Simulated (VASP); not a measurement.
# As (P6_3/mmc) in VASP: notebook

The runs below take As through relaxation of cell and atoms, single point, with PBE.

Program: VASP 6.6.1. These are calculated values, not measurements. Logs are shortened: lines on timing, memory, paths and dates and some standing lists are left out, and cuts for length are marked.

### 1 The cell of the first run

It takes space group P6_3/mmc (No. 194, hexagonal). Conventional cell: a = 2.826 Å, b = 2.826 Å, c = 4.426 Å, α = 90.00°, β = 90.00°, γ = 120.00°. Within 3.6 Å of As (site symmetry -6m2) lie 12 As at 2.75 to 2.83 Å.

### 2 Relaxation of cell and atoms, PBE, target pressure 30 GPa, at which the enthalpy is minimised

The input, INCAR:

```
SYSTEM = As
  PREC = Accurate
  ENCUT = 600
  EDIFF = 1E-6
  ISMEAR = -1
  SIGMA = 0.1
  LREAL = .FALSE.
  LASPH = .TRUE.
  NELM = 60
  ALGO = Normal
  ISIF = 3
  LWAVE = .FALSE.
  LCHARG = .FALSE.
  GGA = PE
  IBRION = 2
  NSW = 32
  EDIFFG = -0.005
  PSTRESS = 300.0
```

The input, KPOINTS:

```
Automatic mesh
0
G
  16 16 9
  0 0 0
```

The input, POSCAR:

```
As
1.0
    2.8262661888      0.0000000000      0.0000000000
   -1.4131330944      2.4476183173      0.0000000000
    0.0000000000      0.0000000000      4.4262701115
As
2
Direct
    0.3333333333      0.6666666667      0.2500000000
    0.6666666667      0.3333333333      0.7500000000
```

Potentials or basis: VASP PAW PBE potentials, release 64 (As).

Command:

```console
$ cat potpaw_PBE.64/As/POTCAR > POTCAR
$ mpirun -np 1 vasp_std > vasp.out
```

OUTCAR:

```text
SYSTEM = As
   PREC = Accurate
   ENCUT = 600
   EDIFF = 1E-6
   ISMEAR = -1
   LREAL = .FALSE.
   LASPH = .TRUE.
   NELM = 60
   ISIF = 3
   GGA = PE
   IBRION = 2
   NSW = 32
   EDIFFG = -0.005
   PSTRESS = 300.0

 ion  position               nearest neighbor table
   1  0.333  0.667  0.250-   2 2.75   2 2.75   2 2.75   2 2.75   2 2.75   2 2.75
   2  0.667  0.333  0.750-   1 2.75   1 2.75   1 2.75   1 2.75   1 2.75   1 2.75

  LATTYP: Found a hexagonal cell.
 ALAT       =     2.8262661888
 C/A-ratio  =     1.5661193305

  Lattice vectors:

 A1 = (   2.8262661888,   0.0000000000,   0.0000000000)
 A2 = (  -1.4131330944,   2.4476183173,   0.0000000000)
 A3 = (   0.0000000000,   0.0000000000,   4.4262701115)

Analysis of symmetry for initial positions (statically):
=====================================================================
 Subroutine PRICEL returns:
 Original cell was already a primitive cell.

 Routine SETGRP: Setting up the symmetry group for a
 hexagonal supercell.

 Subroutine GETGRP returns: Found 24 space group operations
 (whereof 12 operations were pure point group operations)
 out of a pool of 24 trial point group operations.

The static configuration has the point symmetry D_3d.
 The point group associated with its full space group is D_6h.

Analysis of symmetry for dynamics (positions and initial velocities):
=====================================================================
 Subroutine PRICEL returns:
 Original cell was already a primitive cell.

 Routine SETGRP: Setting up the symmetry group for a
 hexagonal supercell.

 Subroutine GETGRP returns: Found 24 space group operations
 (whereof 12 operations were pure point group operations)
 out of a pool of 24 trial point group operations.

The dynamic configuration has the point symmetry D_3d.
 The point group associated with its full space group is D_6h.

 Subroutine INISYM returns: Found 24 space group operations
 (whereof 12 operations are pure point group operations),
 and found     1 'primitive' translations

----------------------------------------------------------------------------------------

                                     Primitive cell

  volume of cell :      30.6193

  direct lattice vectors                    reciprocal lattice vectors
     2.826266189  0.000000000  0.000000000     0.353823714  0.204280217  0.000000000
    -1.413133094  2.447618317  0.000000000     0.000000000  0.408560433  0.000000000
     0.000000000  0.000000000  4.426270112     0.000000000  0.000000000  0.225923853

  length of vectors
     2.826266189  2.826266189  4.426270112     0.408560433  0.408560433  0.225923853

  position of ions in fractional coordinates (direct lattice)
     0.333333333  0.666666667  0.250000000
     0.666666667  0.333333333  0.750000000

  ion indices of the primitive-cell ions
   primitive index   ion index
                 1           1
                 2           2

----------------------------------------------------------------------------------------

 KPOINTS: Automatic mesh

Automatic generation of k-mesh.
 Grid dimensions read from file:
 generate k-points for:   16   16    9

 Generating k-lattice:

  Cartesian coordinates                     Fractional coordinates (reciprocal lattice)
     0.022113982  0.012767514  0.000000000     0.062500000  0.000000000  0.000000000
     0.000000000  0.025535027  0.000000000     0.000000000  0.062500000  0.000000000
     0.000000000  0.000000000  0.025102650     0.000000000  0.000000000  0.111111111

  Length of vectors
     0.025535027  0.025535027  0.025102650

  Shift w.r.t. Gamma in fractional coordinates (k-lattice)
     0.000000000  0.000000000  0.000000000

 Subroutine IBZKPT returns following result:
 ===========================================

 Found    150 irreducible k-points:

 Following reciprocal coordinates:
            Coordinates               Weight
  0.000000  0.000000  0.000000      1.000000
  0.062500 -0.000000  0.000000      6.000000
  0.125000 -0.000000  0.000000      6.000000
  0.187500  0.000000  0.000000      6.000000
  0.250000 -0.000000  0.000000      6.000000
  0.312500  0.000000  0.000000      6.000000
[... 16 lines left out ...]
  0.187500  0.187500  0.000000      6.000000
  0.250000  0.187500  0.000000     12.000000
 [... further k-points ...]
   k-points           NKPTS =    150   k-points in BZ     NKDIM =    150   number of bands    NBANDS=      9
   number of dos      NEDOS =    301   number of ions     NIONS =      2
   total plane-waves  NPLWV =  20736
   dimension x,y,z NGX =    24 NGY =   24 NGZ =   36
   dimension x,y,z NGXF=    48 NGYF=   48 NGZF=   72
   ions per type =               2
   NGX,Y,Z   is equivalent  to a cutoff of  14.12, 14.12, 13.52 a.u.
   NGXF,Y,Z  is equivalent  to a cutoff of  28.23, 28.23, 27.04 a.u.
 SYSTEM =  As
   PREC   = accura    normal or accurate (medium, high low for compatibility)
   ISTART =      0    job   : 0-new  1-cont  2-samecut
   ICHARG =      2    charge: 1-file 2-atom 10-const
   ISPIN  =      1    spin polarized calculation?
   LNONCOLLINEAR =      F non collinear calculations
   LSORBIT =      F    spin-orbit coupling
   LASPH  =      T    aspherical Exc in radial PAW
   ENCUT  =  600.0 eV  44.10 Ry    6.64 a.u.   5.64  5.64  8.84*2*pi/ulx,y,z
   NELM   =     60;   NELMIN=  2; NELMDL= -5     # of ELM steps
   EDIFF  = 0.1E-05   stopping-criterion for ELM
   LREAL  =      F    real-space projection
   EDIFFG = -.5E-02   stopping-criterion for IOM
   NSW    =     32    number of steps for IOM
   IBRION =      2    ionic relax: 0-MD 1-quasi-New 2-CG
   NFREE  =      1    steps in history (QN), initial steepest desc. (CG)
   ISIF   =      3    stress and relaxation
   ISYM   =      2    0-nonsym 1-usesym 2-fastsym
   POTIM  = 0.5000    time-step for ionic-motion
   TEBEG  =    0.0;   TEEND  =   0.0 temperature during run
   PSTRESS=  300.0 pullay stress
   NELECT =      10.0000    total number of electrons
   NUPDOWN=      -1.0000    fix difference up-down
   EMIN   =  10.00;   EMAX   =-10.00  energy-range for DOS
   EFERMI =   0.00;   METHOD = LEGACY
   ISMEAR =    -1;   SIGMA  =   0.10  broadening in eV -4-tet -1-fermi 0-gaus
   EFERMI_NEDOS =   21; number of points for ismear=-14 and -15
   IALGO  =     38    algorithm
   IMIX   =      4    mixing-type and parameters
     AMIX     =   0.40;   BMIX     =  1.00
     AMIX_MAG =   1.60;   BMIX_MAG =  1.00
  volume/ion in A,a.u.               =      15.31       103.31
  Fermi-wavevector in a.u.,A,eV,Ry     =   1.127396  2.130470 17.293310  1.271022
  Thomas-Fermi vector in A             =   2.264082
   LORBIT       =      0    0 simple, 1 ext, 2 COOP (PROOUT), +10 PAW based schemes
   GGA     = PE    functional components
   LHFCALC =     F    Hartree Fock is set to
   AEXX    =    0.0000 exact exchange contribution
   IVDW    =     0    specifies the selected vdW correction
   LEPSILON=     F    determine dielectric tensor
   LRPA    =     F    only Hartree local field effects (RPA)
 conjugate gradient relaxation of ions
 non-spin polarized calculation
  energy-cutoff  :      600.00
  volume of cell :       30.62
 maximum number of plane-waves:      1049
 NGX is ok and might be reduce to    24
   NGX = 11   NGY = 11   NGZ = 17

--------------------------------------- Ionic step        1  -------------------------------------------

 number of electron      10.0000000 magnetization

 Free energy of the ion-electron system (eV)
  ---------------------------------------------------
  ext. energy  EPLUGINS =         0.00000000
  ---------------------------------------------------
  free energy    TOTEN  =        -7.74427810 eV

  energy without entropy =       -7.71506026  energy(sigma->0) =       -7.72966918

------------------------ aborting loop because EDIFF is reached ----------------------------------------

  FORCE on cell =-STRESS in cart. coord.  units (eV):
  Direction    XX          YY          ZZ          XY          YZ          ZX
  --------------------------------------------------------------------------------------
  -------------------------------------------------------------------------------------
  Total        5.8220809      5.8220809      5.8362507      0.0000000      0.0000000      0.0000000
  in kB      304.6450659    304.6450659    305.3865103      0.0000000      0.0000000      0.0000000
  external PRESSURE =       4.8922140 kB  Pullay stress =     300.0000000 kB
[... 61 lines left out ...]
  enthalpy is  TOTEN    =        -2.0107288099 eV   P V=        5.7721860253

--------------------------------------- Ionic step        3  -------------------------------------------

 number of electron      10.0000000 magnetization

 Free energy of the ion-electron system (eV)
  ---------------------------------------------------
  ext. energy  EPLUGINS =         0.00000000
  ---------------------------------------------------
  free energy    TOTEN  =        -7.75826037 eV

  energy without entropy =       -7.72901509  energy(sigma->0) =       -7.74363773

 E-fermi :   9.2721     XC(G=0): -11.7506

 val. band max:        9.2655367636   @ k =   0.3125   0.1250   0.4444
 cond. band min:       9.2766464404   @ k =   0.3125   0.2500   0.0000
 fundamental gap:      0.0111096769
 Fermi energy:         9.2721089958

 k-point     1 :       0.0000    0.0000    0.0000
  band No.  band energies     occupation
      1      -8.0899      2.00000
      2      -1.5837      2.00000
      3       0.8812      2.00000
      4      13.8044      0.00000
      5      13.8044      0.00000
      6      16.1641      0.00000
      7      16.1641      0.00000
      8      17.8193      0.00000
      9      19.3352      0.00000
[... 265 lines left out ...]
 k-point    24 :       0.2500    0.1875    0.0000
  band No.  band energies     occupation
      1      -4.6137      2.00000
      2       0.8881      2.00000
      3       4.2670      2.00000
      4       4.3488      2.00000
      5       5.6921      2.00000
      6       9.9051      0.00356
      7      11.4105      0.00000
      8      11.6116      0.00000
      9      16.0235      0.00000

 [... further k-points ...]
[... 5 lines left out ...]
  --------------------------------------------------------------------------------------
  -------------------------------------------------------------------------------------
  Total        5.7463275      5.7463275      5.7546103     -0.0000000     -0.0000000      0.0000000
  in kB      299.9555911    299.9555911    300.3879511     -0.0000000     -0.0000000      0.0000000
  external PRESSURE =       0.0997111 kB  Pullay stress =     300.0000000 kB
[... 17 lines left out ...]
  FREE ENERGIE OF THE ION-ELECTRON SYSTEM (eV)
  ---------------------------------------------------
  free  energy   TOTEN  =        -7.7582603714 eV

  energy  without entropy=       -7.7290150905  energy(sigma->0) =       -7.74363773

  enthalpy is  TOTEN    =        -2.0110821444 eV   P V=        5.7471782269

 reached required accuracy - stopping structural energy minimisation
```

It took 26 s on 1 thread of Intel Xeon Platinum 8488C (Sapphire Rapids), shared host; peak memory 0.19 GiB.

What came out:

```
Free energy                                            : -7.7583 eV
Relaxed volume                                         : 15.35 Å³/atom
Relaxed cell                                           : a = 2.828 Å, b = 2.828 Å, c = 4.430 Å, α = 90.00°, β = 90.00°, γ = 120.00°
Space group after relaxing (to 0.05 Å)                 : P6_3/mmc (No. 194)
Energy change on relaxing (the enthalpy is what falls) : -7.0 meV/atom
Ionic steps                                            : 3
Pressure after relaxing                                : 30.0 GPa
Band gap on the k mesh                                 : zero (band 5 reaches 14.84 eV, above the bottom of band 6 at 4.99 eV)
```

Step by step:
```tsv
step	energy change (eV)	largest force (eV/Å)	pressure (GPa)	volume (Å³)
1	0.0000	0.0000	30.49	30.62
2	-0.0386	0.0000	29.17	30.83
3	-0.0140	0.0000	30.01	30.69
```

Final structure:
```xyz
2
Lattice="2.8284 0.0000 0.0000 -1.4142 2.4495 0.0000 0.0000 0.0000 4.4302" Properties=species:S:1:pos:R:3 pbc="T T T"
As    0.0000    1.6330    1.1075
As    1.4142    0.8165    3.3226
```

Caveat: the cell is relaxed towards a set pressure, so the enthalpy falls and the energy may rise.

### 3 Relaxation of cell and atoms, PBE, target pressure 30 GPa, at which the enthalpy is minimised

This run uses another cell than the first one, of 15.36 Å³/atom, 1.003 times its volume.

The input, INCAR:

```
SYSTEM = As
  PREC = Accurate
  ENCUT = 600
  EDIFF = 1E-7
  ISMEAR = -1
  SIGMA = 0.1
  LREAL = .False.
  LASPH = .True.
  NELM = 60
  ALGO = Normal
  ISIF = 3
  LWAVE = .False.
  LCHARG = .False.
  GGA = PE
  IBRION = 2
  NSW = 60
  EDIFFG = -0.005
  PSTRESS = 300.0
```

The input, KPOINTS:

```
Automatic mesh
0
Gamma
  16 16 9
  0 0 0
```

The input, POSCAR:

```
As
1.0
    2.7977792598      0.0000000000      0.0000000000
   -1.3988896299      2.4229479131      0.0000000000
    0.0000000000      0.0000000000      4.5324024008
As
2
Direct
    0.3333333333      0.6666666667      0.2500000000
    0.6666666667      0.3333333333      0.7500000000
```

Potentials or basis: VASP PAW PBE potentials, release 64 (As).

Command:

```console
$ cat potpaw_PBE.64/As/POTCAR > POTCAR
$ mpirun -np 1 vasp_std > vasp.out
```

It took 82 s on 1 thread of Intel Xeon Platinum 8488C (Sapphire Rapids), shared host; peak memory 0.19 GiB.

Results (log left out):

| Property | Result |
| --- | --- |
| Free energy | -7.7590 eV |
| Relaxed volume | 15.35 Å³/atom |
| Relaxed cell | a = 2.828 Å, b = 2.828 Å, c = 4.431 Å, α = 90.00°, β = 90.00°, γ = 120.00° |
| Space group after relaxing (to 0.05 Å) | P6_3/mmc (No. 194) |
| Energy change on relaxing (the enthalpy is what falls) | -2.0 meV/atom |
| Ionic steps | 9 |
| Pressure after relaxing | 30.0 GPa |
| Band gap on the k mesh | zero (band 5 reaches 14.84 eV, above the bottom of band 6 at 4.99 eV) |

The path:
```csv
step,energy change (eV),largest force (eV/Å),pressure (GPa),volume (Å³)
1,0.0000,0.0000,29.86,30.72
2,0.0051,0.0000,30.20,30.66
3,0.0137,0.0000,30.58,30.60
4,0.0150,0.0000,30.63,30.60
5,-0.0424,0.0000,28.67,30.91
6,-0.0029,0.0000,30.03,30.69
7,-0.0033,0.0000,30.02,30.69
8,-0.0036,0.0000,30.01,30.70
9,-0.0040,0.0000,29.99,30.70
```

Final structure:
```yaml
crystal:
  lattice:
    - [2.82840, 0.00000, 0.00000]
    - [-1.41420, 2.44947, 0.00000]
    - [0.00000, 0.00000, 4.43081]
  atoms:
    - { symbol: As, position: [0.33333, 0.66667, 0.25000] }
    - { symbol: As, position: [0.66667, 0.33333, 0.75000] }
```

Levels at points of the mesh, in eV from the Fermi level:
| k point | band 1 | band 2 | band 3 | band 4 | band 5 | band 6 | band 7 | band 8 | band 9 |
| --- | --- | --- | --- | --- | --- | --- | --- | --- | --- |
| (0.00, 0.00, 0.00) | -17.36 | -10.86 | -8.39 | 4.53 | 4.53 | 6.89 | 6.89 | 8.54 | 10.06 |
| (0.50, 0.00, 0.00) | -12.11 | -10.43 | -5.07 | -3.72 | -3.44 | -0.72 | 0.15 | 4.91 | 5.37 |

Caveat: the cell is relaxed towards a set pressure, so the enthalpy falls and the energy may rise.

### 4 Single point, PBE

The input, INCAR:

```
SYSTEM = As
  PREC = Accurate
  ENCUT = 520
  EDIFF = 1E-6
  ISMEAR = -1
  SIGMA = 0.1
  LREAL = .FALSE.
  LASPH = .TRUE.
  NELM = 100
  ALGO = Normal
  ISIF = 2
  LWAVE = .FALSE.
  LCHARG = .FALSE.
  GGA = PE
  NBANDS = 12
```

The input, KPOINTS:

```
Automatic mesh
0
G
  16 16 9
  0 0 0
```

The input, POSCAR:

```
As
1.0
    2.8262661887      0.0000000000      0.0000000000
   -1.4131330944      2.4476183173      0.0000000000
    0.0000000000      0.0000000000      4.4262701115
As
2
Direct
    0.3333333333      0.6666666667      0.2500000000
    0.6666666667      0.3333333333      0.7500000000
```

Command:

```console
$ cat potpaw_PBE.64/As/POTCAR > POTCAR
$ mpirun -np 1 vasp_std > vasp.out
```

Wall time 57 s (1 thread of Intel Xeon 8259CL, shared host); peak memory 0.18 GiB.

Results (log left out):

- Free energy: -7.7442 eV
- Pressure: 30.5 GPa
- Band gap on the k mesh: zero (band 5 reaches 14.89 eV, above the bottom of band 6 at 5.01 eV)

Levels at points of the mesh, in eV from the Fermi level:
| k point | band 2 | band 3 | band 4 | band 5 | band 6 | band 7 | band 8 | band 9 |
| --- | --- | --- | --- | --- | --- | --- | --- | --- |
| (0.00, 0.00, 0.00) | -10.86 | -8.41 | 4.54 | 4.54 | 6.91 | 6.91 | 8.58 | 10.08 |
| (0.50, 0.00, 0.00) | -10.45 | -5.07 | -3.73 | -3.45 | -0.73 | 0.15 | 4.90 | 5.39 |

### 5 Single point, PBE

The input, INCAR:

```
ALGO = Normal
EDIFF = 1E-7
ENCUT = 520
GGA = PE
ISIF = 2
ISMEAR = -1
LASPH = T
LCHARG = F
LREAL = F
LWAVE = F
NBANDS = 12
NELM = 60
PREC = Accurate
SIGMA = 0.1
```

The input, KPOINTS:

```
k-points
0
Gamma
  16 16 9
```

Edit POSCAR of step 4 so:

```diff
@@ -2,3 +2,3 @@
 1.0
-    2.8262661887      0.0000000000      0.0000000000
+    2.8262661888      0.0000000000      0.0000000000
    -1.4131330944      2.4476183173      0.0000000000
```

Command:

```console
$ cat potpaw_PBE.64/As/POTCAR > POTCAR
$ mpirun -np 1 vasp_std > vasp.out
```

It took 60 s on 1 thread of Intel Xeon 8259CL, shared host; peak memory 0.18 GiB.

It converged, with:

| Property | Result |
| --- | --- |
| Free energy | -7.7442 eV |
| Pressure | 30.5 GPa |
| Band gap on the k mesh | zero (band 5 reaches 14.89 eV, above the bottom of band 6 at 5.01 eV) |

Levels at points of the mesh, in eV from the Fermi level:
```tsv
k point	band 2	band 3	band 4	band 5	band 6	band 7	band 8	band 9
(0.00, 0.00, 0.00)	-10.86	-8.41	4.54	4.54	6.91	6.91	8.58	10.08
(0.50, 0.00, 0.00)	-10.45	-5.07	-3.73	-3.45	-0.73	0.15	4.90	5.39
```

### 6 Overview

| task | cell | cutoff (eV) | gap on the mesh (eV) | pressure (GPa) |
| --- | --- | --- | --- | --- |
| relaxation of cell and atoms | relaxed to 30 GPa from a = 2.826, b = 2.826, c = 4.426 Å, angles 90.0, 90.0, 120.0°, 2 atoms | 600 | none | 30.0 |
| relaxation of cell and atoms | relaxed to 30 GPa from a = 2.798, b = 2.798, c = 4.532 Å, angles 90.0, 90.0, 120.0°, 2 atoms | 600 | none | 30.0 |
| single point | a = 2.826, b = 2.826, c = 4.426 Å, angles 90.0, 90.0, 120.0°, 2 atoms | 520 | none | 30.5 |

Alike in all rows: level PBE; potentials or basis VASP PAW PBE potentials, release 64 (As); no spin polarisation; k mesh 16 × 16 × 9; smearing fermi-dirac 0.1 eV.

Caveats: the cell is relaxed towards a set pressure, so the enthalpy falls and the energy may rise (some runs).

Total energies depend on the potentials used, so only differences within one code and one set of settings carry meaning.
